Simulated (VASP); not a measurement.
# Ta3N (P-3m1) in VASP: further runs

The runs below take Ta3N through relaxation of the atoms, single point, with PBEsol, LDA.

Everything below comes from runs of VASP 6.6.1. Logs are shortened: lines on timing, memory, paths and dates and some standing lists are left out, and cuts for length are marked.

## Step 1: The cell of the first run

Symmetry: P-3m1, No. 164, trigonal system. Conventional cell: a = 3.032 Å, b = 3.032 Å, c = 7.825 Å, α = 90.00°, β = 90.00°, γ = 120.00°. Ta (site symmetry 3m) has 3 N at 2.22 Å within 2.9 Å. Ta (site symmetry -3m) has 12 Ta at 3.03 to 3.09 Å and 2 N at 3.91 Å within 4.0 Å. Within 2.9 Å of N (site symmetry -3m) lie 6 Ta at 2.22 Å.

## Step 2: Relaxation of the atoms, PBEsol

The input, INCAR:

```
ALGO = Normal ; EDIFF = 1E-6
EDIFFG = -0.01 ; ENCUT = 520
GGA = PS ; IBRION = 2
ISIF = 2 ; ISMEAR = -1
LASPH = T ; LCHARG = F
LREAL = F ; LWAVE = F
NELM = 60 ; NSW = 60
PREC = Accurate ; SIGMA = 0.05
```

The input, KPOINTS:

```
k-points
0
Gamma
  8 8 3
```

The input, POSCAR:

```
Ta3N
1.0
    3.0322239879      0.0000000000      0.0000000000
   -1.5161119940      2.6259830035      0.0000000000
    0.0000000000      0.0000000000      7.8251024800
Ta N
3 1
Direct
    0.6666666667      0.3333333333      0.8260700000
    0.3333333333      0.6666666667      0.1739300000
    0.0000000000      0.0000000000      0.5000000000
    0.0000000000      0.0000000000      0.0000000000
```

Potentials or basis: VASP PAW PBE potentials, release 64 (Ta_pv, N).

On the command line:

```bash
> cat potpaw_PBE.64/Ta_pv/POTCAR potpaw_PBE.64/N/POTCAR > POTCAR
> mpirun -np 1 vasp_std > vasp.out
```

OUTCAR:

```text
EDIFF = 1E-6
   EDIFFG = -0.01
   ENCUT = 520
   GGA = PS
   IBRION = 2
   ISIF = 2
   ISMEAR = -1
   LASPH = T
   LREAL = F
   NELM = 60
   NSW = 60
   PREC = Accurate

 ion  position               nearest neighbor table
   1  0.667  0.333  0.826-   4 2.22   4 2.22   4 2.22   3 3.09   3 3.09   3 3.09   2 3.24   2 3.24
                             2 3.24
   2  0.333  0.667  0.174-   4 2.22   4 2.22   4 2.22   3 3.09   3 3.09   3 3.09   1 3.24   1 3.24
                             1 3.24
   3  0.000  0.000  0.500-   1 3.09   2 3.09   1 3.09   2 3.09   1 3.09   2 3.09
   4  0.000  0.000  0.000-   1 2.22   2 2.22   1 2.22   2 2.22   1 2.22   2 2.22

  LATTYP: Found a hexagonal cell.
 ALAT       =     3.0322239879
 C/A-ratio  =     2.5806479044

  Lattice vectors:

 A1 = (   3.0322239879,   0.0000000000,   0.0000000000)
 A2 = (  -1.5161119940,   2.6259830035,   0.0000000000)
 A3 = (   0.0000000000,   0.0000000000,   7.8251024800)

Analysis of symmetry for initial positions (statically):
=====================================================================
 Subroutine PRICEL returns:
 Original cell was already a primitive cell.

 Routine SETGRP: Setting up the symmetry group for a
 hexagonal supercell.

 Subroutine GETGRP returns: Found 12 space group operations
 (whereof 12 operations were pure point group operations)
 out of a pool of 24 trial point group operations.

The static configuration has the point symmetry D_3d.

Analysis of symmetry for dynamics (positions and initial velocities):
=====================================================================
 Subroutine PRICEL returns:
 Original cell was already a primitive cell.

 Routine SETGRP: Setting up the symmetry group for a
 hexagonal supercell.

 Subroutine GETGRP returns: Found 12 space group operations
 (whereof 12 operations were pure point group operations)
 out of a pool of 24 trial point group operations.

The dynamic configuration has the point symmetry D_3d.

 Subroutine INISYM returns: Found 12 space group operations
 (whereof 12 operations are pure point group operations),
 and found     1 'primitive' translations

----------------------------------------------------------------------------------------

                                     Primitive cell

[... 93 lines left out ...]
   EDIFF  = 0.1E-05   stopping-criterion for ELM
   LREAL  =      F    real-space projection
   EDIFFG = -.1E-01   stopping-criterion for IOM
   NSW    =     60    number of steps for IOM
   IBRION =      2    ionic relax: 0-MD 1-quasi-New 2-CG
   NFREE  =      1    steps in history (QN), initial steepest desc. (CG)
   ISIF   =      2    stress and relaxation
   ISYM   =      2    0-nonsym 1-usesym 2-fastsym
   POTIM  = 0.5000    time-step for ionic-motion
   TEBEG  =    0.0;   TEEND  =   0.0 temperature during run
   PSTRESS=    0.0 pullay stress
   NELECT =      38.0000    total number of electrons
   NUPDOWN=      -1.0000    fix difference up-down
   EMIN   =  10.00;   EMAX   =-10.00  energy-range for DOS
   EFERMI =   0.00;   METHOD = LEGACY
   ISMEAR =    -1;   SIGMA  =   0.05  broadening in eV -4-tet -1-fermi 0-gaus
   EFERMI_NEDOS =   21; number of points for ismear=-14 and -15
   IALGO  =     38    algorithm
   IMIX   =      4    mixing-type and parameters
     AMIX     =   0.40;   BMIX     =  1.00
     AMIX_MAG =   1.60;   BMIX_MAG =  1.00
  volume/ion in A,a.u.               =      15.58       105.12
  Fermi-wavevector in a.u.,A,eV,Ry     =   1.388316  2.623537 26.224154  1.927421
  Thomas-Fermi vector in A             =   2.512454
   LORBIT       =      0    0 simple, 1 ext, 2 COOP (PROOUT), +10 PAW based schemes
   GGA     = PS    functional components
   LHFCALC =     F    Hartree Fock is set to
   AEXX    =    0.0000 exact exchange contribution
   IVDW    =     0    specifies the selected vdW correction
   LEPSILON=     F    determine dielectric tensor
   LRPA    =     F    only Hartree local field effects (RPA)
 conjugate gradient relaxation of ions
 non-spin polarized calculation
  energy-cutoff  :      520.00
  volume of cell :       62.31
 maximum number of plane-waves:      1709
 NGX is ok and might be reduce to    24
   NGX = 11   NGY = 11   NGZ = 29

--------------------------------------- Ionic step        1  -------------------------------------------

 number of electron      38.0000001 magnetization

 Free energy of the ion-electron system (eV)
  ---------------------------------------------------
  ext. energy  EPLUGINS =         0.00000000
  ---------------------------------------------------
  free energy    TOTEN  =       -48.19492307 eV

  energy without entropy =      -48.16563839  energy(sigma->0) =      -48.18028073

------------------------ aborting loop because EDIFF is reached ----------------------------------------

  FORCE on cell =-STRESS in cart. coord.  units (eV):
  Direction    XX          YY          ZZ          XY          YZ          ZX
  --------------------------------------------------------------------------------------
  -------------------------------------------------------------------------------------
  Total       -5.7060581     -5.7060581     -7.5170486      0.0000000      0.0000000     -0.0000000
  in kB     -146.7248076   -146.7248076   -193.2923730      0.0000000      0.0000000     -0.0000000
  external PRESSURE =    -162.2473294 kB  Pullay stress =       0.0000000 kB
[... 63 lines left out ...]
--------------------------------------- Ionic step        3  -------------------------------------------

 number of electron      37.9999999 magnetization

 Free energy of the ion-electron system (eV)
  ---------------------------------------------------
  ext. energy  EPLUGINS =         0.00000000
  ---------------------------------------------------
  free energy    TOTEN  =       -48.20086376 eV

  energy without entropy =      -48.17094659  energy(sigma->0) =      -48.18590517

 E-fermi :   6.1066     XC(G=0): -12.6029

 val. band max:        6.0755170631   @ k =   0.2500   0.2500   0.3333
 cond. band min:       6.1188073153   @ k =   0.3750   0.0000   0.0000
 fundamental gap:      0.0432902522
 Fermi energy:         6.1065728243

 k-point     1 :       0.0000    0.0000    0.0000
  band No.  band energies     occupation
      1     -29.0561      2.00000
      2     -28.7675      2.00000
      3     -28.4700      2.00000
      4     -28.4700      2.00000
      5     -28.4455      2.00000
      6     -28.4455      2.00000
[... 613 lines left out ...]
     22       8.5228      0.00000
     23       9.2762      0.00000

 [... further k-points ...]
[... 5 lines left out ...]
  --------------------------------------------------------------------------------------
  -------------------------------------------------------------------------------------
  Total       -5.2916166     -5.2916166     -7.4920239      0.0000000     -0.0000000      0.0000000
  in kB     -136.0679151   -136.0679151   -192.6488905      0.0000000     -0.0000000      0.0000000
  external PRESSURE =    -154.9282402 kB  Pullay stress =       0.0000000 kB
[... 19 lines left out ...]
  FREE ENERGIE OF THE ION-ELECTRON SYSTEM (eV)
  ---------------------------------------------------
  free  energy   TOTEN  =       -48.2008637617 eV

  energy  without entropy=      -48.1709465858  energy(sigma->0) =      -48.18590517

 reached required accuracy - stopping structural energy minimisation
```

OSZICAR:

```text
N       E                     dE             d eps       ncg     rms          rms(c)
DAV:   1     0.329096922294E+03    0.32910E+03   -0.21770E+04  1150   0.171E+03
DAV:   2    -0.347733713041E+02   -0.36387E+03   -0.35920E+03  1276   0.468E+02
DAV:   3    -0.517506134894E+02   -0.16977E+02   -0.16647E+02  1519   0.873E+01
[... 24 lines left out ...]
DAV:   3    -0.482008723780E+02   -0.20582E-05   -0.82294E-04  1490   0.198E-01    0.668E-02
DAV:   4    -0.482008875138E+02   -0.15136E-04   -0.35338E-04  1543   0.942E-02    0.295E-02
DAV:   5    -0.482008652194E+02    0.22294E-04   -0.15390E-04  1564   0.552E-02    0.135E-02
DAV:   6    -0.482008641545E+02    0.10649E-05   -0.56652E-06  1426   0.156E-02    0.463E-03
DAV:   7    -0.482008637617E+02    0.39274E-06   -0.19891E-06  1009   0.988E-03
   3 F= -.48200864E+02 E0= -.48185905E+02  d E =-.594069E-02
```

CONTCAR:

```text
Ta3N
   1.00000000000000
     3.0322239879000001    0.0000000000000000    0.0000000000000000
    -1.5161119940000001    2.6259830035000000    0.0000000000000000
     0.0000000000000000    0.0000000000000000    7.8251024800000000
  Ta              N
     3     1
Direct
     0.6666666667000030    0.3333333332999970    0.8287978677484545
     0.3333333332999970    0.6666666667000030    0.1712021322515454
     0.0000000000000000    0.0000000000000000    0.5000000000000000
     0.0000000000000000    0.0000000000000000    0.0000000000000000

  0.00000000E+00  0.00000000E+00  0.00000000E+00
  0.00000000E+00  0.00000000E+00  0.00000000E+00
  0.00000000E+00  0.00000000E+00  0.00000000E+00
  0.00000000E+00  0.00000000E+00  0.00000000E+00
```

Wall time 68 s (1 thread of Intel Xeon Platinum 8259CL at 2.50GHz (Skylake/Cascade Lake), shared host); peak memory 0.2 GiB.

What came out:

```yaml
Free_energy: -48.2009 eV
Energy_gained_by_relaxing: 1.5 meV/atom
Ionic_steps: 3
Pressure_after_relaxing: -15.5 GPa
Band_gap_on_the_k_mesh: zero (band 19 reaches 6.33 eV, above the bottom of band 20 at 5.86 eV)
```

Stress tensor (GPa, compression positive):
```
-13.61   0.00   0.00
  0.00 -13.61   0.00
  0.00   0.00 -19.26
```

The path:
```tsv
step	energy change (eV)	largest force (eV/Å)	pressure (GPa)
1	0.0000	0.2783	-16.22
2	-0.0051	0.1033	-15.78
3	-0.0059	0.0001	-15.49
```

Final structure:
```cif
data_structure
_symmetry_space_group_name_H-M 'P 1'
_symmetry_Int_Tables_number 1
_cell_length_a 3.0322
_cell_length_b 3.0322
_cell_length_c 7.8251
_cell_angle_alpha 90.000
_cell_angle_beta 90.000
_cell_angle_gamma 120.000
_cell_volume 62.31
loop_
_atom_site_label
_atom_site_type_symbol
_atom_site_fract_x
_atom_site_fract_y
_atom_site_fract_z
_atom_site_occupancy
Ta1 Ta 0.66667 0.33333 0.82880 1
Ta2 Ta 0.33333 0.66667 0.17120 1
Ta3 Ta 0.00000 0.00000 0.50000 1
N1 N 0.00000 0.00000 0.00000 1
```

Levels at points of the mesh, in eV from the Fermi level:
```
           k point  band 17  band 18  band 19  band 20  band 21  band 22
(0.00, 0.00, 0.00)    -0.64    -0.34    -0.34     0.46     0.46     0.81
(0.50, 0.00, 0.00)    -1.09    -0.60     0.02     0.84     0.96     3.58
```

Caveat: the PAW data sets were made with another functional, which shifts forces and pressure a little; spin-orbit coupling is left out, which moves the levels of the heavy elements.

## Step 3: Single point, LDA (volume scaled by 0.94)

The input, INCAR:

```
PREC = Accurate
ENCUT = 520
EDIFF = 1E-7
ISMEAR = -1
SIGMA = 0.05
LREAL = F
LASPH = T
NELM = 80
ALGO = Normal
ISIF = 2
LWAVE = F
LCHARG = F
NBANDS = 27
```

The input, KPOINTS:

```
regular mesh
0
Gamma
  10 10 4
```

The input, POSCAR:

```
Ta3N
1.0
    2.9703244971      0.0000000000      0.0000000000
   -1.4851622486      2.5723764720      0.0000000000
    0.0000000000      0.0000000000      7.3705400853
Ta N
3 1
Direct
    0.6666666667      0.3333333333      0.8260700000
    0.3333333333      0.6666666667      0.1739300000
    0.0000000000      0.0000000000      0.5000000000
    0.0000000000      0.0000000000      0.0000000000
```

Potentials or basis: VASP PAW LDA potentials, release 64 (Ta_pv, N).

On the command line:

```bash
> cat potpaw_LDA.64/Ta_pv/POTCAR potpaw_LDA.64/N/POTCAR > POTCAR
> mpirun -np 1 vasp_std > vasp.out
```

It took 1.9 min on 1 thread of Intel Xeon Platinum 8259CL at 2.50GHz (Skylake/Cascade Lake), shared host; peak memory 0.19 GiB.

It converged, with:

```
Free energy            : -49.8272 eV
Pressure               : 3.7 GPa
Largest force          : 0.048 eV/Å
Band gap on the k mesh : zero (band 19 reaches 7.64 eV, above the bottom of band 20 at 6.82 eV)
```

Forces in eV/Å, atoms in the order of the input:
```
Ta   0.000  0.000  0.048
Ta   0.000  0.000 -0.048
Ta   0.000  0.000  0.000
N    0.000  0.000  0.000
```

Stress tensor (GPa, compression positive):
```
3.26 0.00 0.00
0.00 3.26 0.00
0.00 0.00 4.70
```

Levels at points of the mesh, in eV from the Fermi level:
```
           k point  band 15  band 16  band 17  band 18  band 19  band 20  band 21  band 22  band 23  band 24
(0.00, 0.00, 0.00)    -3.68    -1.20    -0.58    -0.58    -0.39     0.21     0.21     0.99     1.95     1.95
(0.50, 0.00, 0.00)    -3.99    -3.28    -1.05    -0.53     0.23     0.66     1.14     3.73     4.37     4.67
(0.00, 0.00, 0.50)    -3.64    -1.31    -1.16    -0.35    -0.35     0.51     0.51     1.28     1.30     1.30
(0.50, 0.00, 0.50)    -3.82    -3.10    -1.32    -1.19     0.34     1.05     1.28     2.54     4.71     4.78
```

Caveat: the cell differs from its parent crystal (volume scaled by 0.94); spin-orbit coupling is left out, which moves the levels of the heavy elements.

## Step 4: Single point, LDA (volume scaled by 0.98)

The input, INCAR:

```
PREC = Accurate ; ENCUT = 520
EDIFF = 1E-7 ; ISMEAR = -1
SIGMA = 0.05 ; LREAL = F
LASPH = T ; NELM = 100
ALGO = Normal ; ISIF = 2
LWAVE = F ; LCHARG = T
GGA = CA ; LELF = T
LVHAR = T ; NBANDS = 27
```

KPOINTS is that of step 3.

The input, POSCAR:

```
Ta3N
1.0
    3.0118728781      0.0000000000      0.0000000000
   -1.5059364391      2.6083584255      0.0000000000
    0.0000000000      0.0000000000      7.4736379147
Ta N
3 1
Direct
    0.6666666667      0.3333333333      0.8260700000
    0.3333333333      0.6666666667      0.1739300000
    0.0000000000      0.0000000000      0.5000000000
    0.0000000000      0.0000000000      0.0000000000
```

On the command line:

```bash
> cat potpaw_LDA.64/Ta_pv/POTCAR potpaw_LDA.64/N/POTCAR > POTCAR
> mpirun -np 1 vasp_std > vasp.out
```

Wall time 1.8 min (1 thread of Intel Xeon Platinum 8259CL at 2.50GHz (Skylake/Cascade Lake), shared host); peak memory 0.2 GiB.

The run converged. Its results:

- Free energy: -49.7972 eV
- Pressure: -7.5 GPa
- Largest force: 0.350 eV/Å
- Band gap on the k mesh: zero (band 19 reaches 7.18 eV, above the bottom of band 20 at 6.46 eV)

Forces on the atoms (eV/Å):
```
Ta   0.000  0.000  0.350
Ta   0.000  0.000 -0.350
Ta   0.000  0.000  0.000
N    0.000  0.000  0.000
```

Stress tensor (GPa, compression positive):
```
-7.82  0.00  0.00
 0.00 -7.82  0.00
 0.00  0.00 -6.86
```

Levels at points of the mesh, in eV from the Fermi level:
| k point | band 15 | band 16 | band 17 | band 18 | band 19 | band 20 | band 21 | band 22 | band 23 | band 24 |
| --- | --- | --- | --- | --- | --- | --- | --- | --- | --- | --- |
| (0.00, 0.00, 0.00) | -3.56 | -1.26 | -0.53 | -0.53 | -0.35 | 0.23 | 0.23 | 0.95 | 1.86 | 1.86 |
| (0.50, 0.00, 0.00) | -3.82 | -3.15 | -1.08 | -0.51 | 0.21 | 0.65 | 1.01 | 3.54 | 4.12 | 4.41 |
| (0.00, 0.00, 0.50) | -3.63 | -1.25 | -1.13 | -0.31 | -0.31 | 0.51 | 0.51 | 1.23 | 1.25 | 1.25 |
| (0.50, 0.00, 0.50) | -3.70 | -2.95 | -1.26 | -1.22 | 0.25 | 0.98 | 1.23 | 2.42 | 4.46 | 4.53 |

Caveat: the cell differs from its parent crystal (volume scaled by 0.98); spin-orbit coupling is left out, which moves the levels of the heavy elements.

## Step 5: Single point, LDA

This run uses another cell than the first one, of 14.98 Å³/atom, 0.962 times its volume.

The input, INCAR:

```
  ALGO = Normal
  EDIFF = 1E-6
  ENCUT = 520
  ISIF = 2
  ISMEAR = -1
  LASPH = T
  LCHARG = F
  LREAL = F
  LWAVE = F
  NBANDS = 27
  NELM = 100
  PREC = Accurate
  SIGMA = 0.05
```

The input, KPOINTS:

```
k-points
0
Gamma
  10 10 4
```

The input, POSCAR:

```
Ta3N
1.0
    3.0322239879      0.0000000000      0.0000000000
   -1.5161119940      2.6259830035      0.0000000000
    0.0000000000      0.0000000000      7.5241370000
Ta N
3 1
Direct
    0.6666666667      0.3333333333      0.8260700000
    0.3333333333      0.6666666667      0.1739300000
    0.0000000000      0.0000000000      0.5000000000
    0.0000000000      0.0000000000      0.0000000000
```

On the command line:

```bash
> cat potpaw_LDA.64/Ta_pv/POTCAR potpaw_LDA.64/N/POTCAR > POTCAR
> mpirun -np 1 vasp_std > vasp.out
```

Wall time 90 s (1 thread of Intel Xeon Platinum 8259CL at 2.50GHz (Skylake/Cascade Lake), shared host); peak memory 0.2 GiB.

Results (log left out):

```yaml
Free_energy: -49.7235 eV
Pressure: -12.3 GPa
Largest_force: 0.480 eV/Å
Band_gap_on_the_k_mesh: zero (band 19 reaches 6.96 eV, above the bottom of band 20 at 6.28 eV)
```

Forces in eV/Å, atoms in the order of the input:
```
Ta   0.000  0.000  0.480
Ta   0.000  0.000 -0.480
Ta   0.000  0.000  0.000
N    0.000  0.000  0.000
```

Stress tensor (GPa, compression positive):
```
-12.51   0.00   0.00
  0.00 -12.51   0.00
  0.00   0.00 -11.77
```

Levels at points of the mesh, in eV from the Fermi level:
```tsv
k point	band 17	band 18	band 19	band 20	band 21	band 22
(0.00, 0.00, 0.00)	-0.51	-0.51	-0.34	0.23	0.23	0.94
(0.50, 0.00, 0.00)	-1.08	-0.50	0.20	0.64	0.95	3.46
(0.00, 0.00, 0.50)	-1.11	-0.29	-0.29	0.50	0.50	1.21
(0.50, 0.00, 0.50)	-1.24	-1.23	0.22	0.95	1.21	2.36
```

Caveat: spin-orbit coupling is left out, which moves the levels of the heavy elements.

(Part 1 of 2 ends here.)
